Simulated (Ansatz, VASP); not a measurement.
Two plane-wave programs on Mn

```xyz
1
Lattice="-1.3975 1.3975 1.3975 1.3975 -1.3975 1.3975 1.3975 1.3975 -1.3975" Properties=species:S:1:pos:R:3 pbc="T T T"
Mn    0.0000    0.0000    0.0000
```

Alike in both runs: task single point; functional PBE; k mesh 18 × 18 × 18; occupations fermi-dirac, width 0.05 eV; collinear spin.

|  | VASP | Ansatz |
| --- | --- | --- |
| version | VASP 6.6.1 | Ansatz 0.2.0 |
| potentials or method | VASP PAW PBE potentials, release 64 (Mn_pv), cutoff 520 eV | plane waves (420 eV) with PAW, scalar-relativistic |
| valence electrons in the cell | 13 | 15 |

Ansatz gave:

| Property | Result |
| --- | --- |
| pressure (GPa) | -0.1 |
| net moment per atom (μB) | 0.80 |
| size of the moment on the site where the two differ most (μB) | 0.79 |

Problem. Which values does VASP return?

Solution. Pressure (GPa): 0.0; net moment per atom (μB): 0.82; size of the moment on the site where the two differ most (μB): 0.81.

Site moments also hang on the region over which each program counts them. VASP's potentials hold 13 valence electrons a cell and Ansatz's 15, so a difference there can come from the potentials and not from the codes.
